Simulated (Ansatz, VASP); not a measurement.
# RbBr: VASP beside Ansatz

Contents of INCAR:

```
SYSTEM = RbBr
  PREC = Accurate
  ENCUT = 520
  EDIFF = 1E-6
  ISMEAR = 0
  SIGMA = 0.05
  LREAL = .FALSE.
  LASPH = .TRUE.
  NELM = 80
  ALGO = Normal
  ISIF = 2
  LWAVE = .FALSE.
  LCHARG = .TRUE.
  GGA = PS
  LELF = .TRUE.
  LVHAR = .TRUE.
  NBANDS = 15
```

Contents of KPOINTS:

```
Automatic mesh
0
G
  6 6 6
  0 0 0
```

File POSCAR:

```
RbBr
1.0
    0.0000000000      3.4275000000      3.4275000000
    3.2561250000      0.0000000000      3.4275000000
    3.2561250000      3.4275000000      0.0000000000
Rb Br
1 1
Direct
    0.0000000000      0.0000000000      0.0000000000
    0.5000000000      0.5000000000      0.5000000000
```

Input for Ansatz:

```yaml
crystal:
  lattice:
    - [0.0, 3.4275, 3.4275]
    - [3.256125, 0.0, 3.4275]
    - [3.256125, 3.4275, 0.0]
  atoms:
    - { symbol: Rb, position: [0.0, 0.0, 0.0] }
    - { symbol: Br, position: [0.5, 0.5, 0.5] }
basis:
  ecutwfc: 420
kpoints:
  mp_grid: { grid: [6, 6, 6] }
hamiltonian:
  xc: pbesol
scf:
  occupations: { method: gaussian, width: 0.05 }
output:
  forces: true
  stress: true
  eigenvalues: true
```

Change from the starting cell: strain -0.0500 x Voigt [1, 0, 0, 0, 0, 0], atoms carried along.

Alike in both runs: task single point; functional PBEsol; k mesh 6 × 6 × 6; occupations gaussian, width 0.05 eV; no spin polarisation.

```csv
,VASP,Ansatz
version,VASP 6.6.1,Ansatz 0.2.0
potentials or method,"VASP PAW PBE potentials, release 64 (Rb_sv, Br), cutoff 520 eV","scalar-relativistic, plane waves, PAW"
valence electrons in the cell,16,16
```

```csv
,VASP,Ansatz,Ansatz less VASP
gap on the k mesh at the Fermi level (eV),4.26,4.26,+0.004
least direct gap on the mesh (eV),4.26,4.26,+0.004
pressure (GPa),0.9,0.9,-0.05
"traceless stress, the component that is largest in VASP (GPa)",1.47,1.45,-0.023
```

VASP's potentials were made for PBE, not for PBEsol.
